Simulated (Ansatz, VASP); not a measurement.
## ZnS: VASP beside Ansatz

Contents of POSCAR:

```
ZnS
1.0
    3.8067217473      0.0000000000      0.0000000000
   -1.9033608736      3.2967177383      0.0000000000
    0.0000000000      0.0000000000     12.4914703042
Zn S
4 4
Direct
    0.3323786363      0.6666666667      0.0026940355
    0.3342880304      0.6666666667      0.5026940355
    0.6464173496      0.3333333333      0.2526940355
    0.6869159837      0.3333333333      0.7526940355
    0.3793046471      0.6666666667      0.1898059645
    0.2873620195      0.6666666667      0.6898059645
    0.6666666667      0.3333333333      0.4398059645
    0.6666666667      0.3333333333      0.9398059645
```

INCAR.step1

```
SYSTEM = ZnS
ALGO = Normal
EDIFF = 1E-4
ENCUT = 520
GGA = PE
ISMEAR = 0
LASPH = .True.
LCHARG = .False.
LREAL = .False.
LWAVE = .True.
NBANDS = 46
NELM = 60
PREC = Accurate
SIGMA = 0.05
```

File INCAR.step2:

```
SYSTEM = ZnS
ALGO = Normal
EDIFF = 1E-7
ENCUT = 520
ISIF = 2
ISMEAR = 0
ISTART = 1
LASPH = .True.
LCHARG = .False.
LMIXTAU = .True.
LREAL = .False.
LWAVE = .False.
METAGGA = R2SCAN
NBANDS = 46
NELM = 60
PREC = Accurate
SIGMA = 0.05
```

The input KPOINTS:

```
k-points
0
Gamma
  6 6 2
  0 0 0
```

Input for Ansatz:

```yaml
crystal:
  lattice:
    - [3.8067217473, 0.0, 0.0]
    - [-1.9033608736, 3.2967177383, 0.0]
    - [0.0, 0.0, 12.4914703042]
  atoms:
    - { symbol: Zn, position: [0.3323786363, 0.6666666667, 0.0026940355] }
    - { symbol: Zn, position: [0.3342880304, 0.6666666667, 0.5026940355] }
    - { symbol: Zn, position: [0.6464173496, 0.3333333333, 0.2526940355] }
    - { symbol: Zn, position: [0.6869159837, 0.3333333333, 0.7526940355] }
    - { symbol: S, position: [0.3793046471, 0.6666666667, 0.1898059645] }
    - { symbol: S, position: [0.2873620195, 0.6666666667, 0.6898059645] }
    - { symbol: S, position: [0.6666666667, 0.3333333333, 0.4398059645] }
    - { symbol: S, position: [0.6666666667, 0.3333333333, 0.9398059645] }
basis:
  ecutwfc: 500
kpoints:
  mp_grid: { grid: [6, 6, 2] }
hamiltonian:
  xc: r2scan
scf:
  occupations: { method: gaussian, width: 0.05 }
output:
  forces: true
  stress: true
  eigenvalues: true
```

Change from the starting cell: mode 16 (277.6 1/cm) frozen in, largest displacement +0.175 Å.

Alike in both runs: task single point; functional r2SCAN; k mesh 6 × 6 × 2; occupations gaussian, width 0.05 eV; no spin polarisation.

```csv
,VASP,Ansatz
version,VASP 6.6.1,Ansatz 0.2.0
potentials or method,"VASP PAW PBE potentials, release 64 (Zn, S), cutoff 520 eV","scalar-relativistic, plane waves, PAW"
valence electrons in the cell,72,72
```

```csv
,VASP,Ansatz,Ansatz less VASP
gap on the k mesh at the Fermi level (eV),2.76,2.75,-0.010
least direct gap on the mesh (eV),2.76,2.75,-0.010
pressure (GPa),1.3,1.2,-0.08
"traceless stress, the component that is largest in VASP (GPa)",1.10,1.08,-0.028
rms of the force components (eV/Å),0.758,0.749,-0.0087
```

VASP's potentials were made for PBE, not for r2SCAN. Atom by atom the forces differ by 0.010 eV/Å (rms over components).
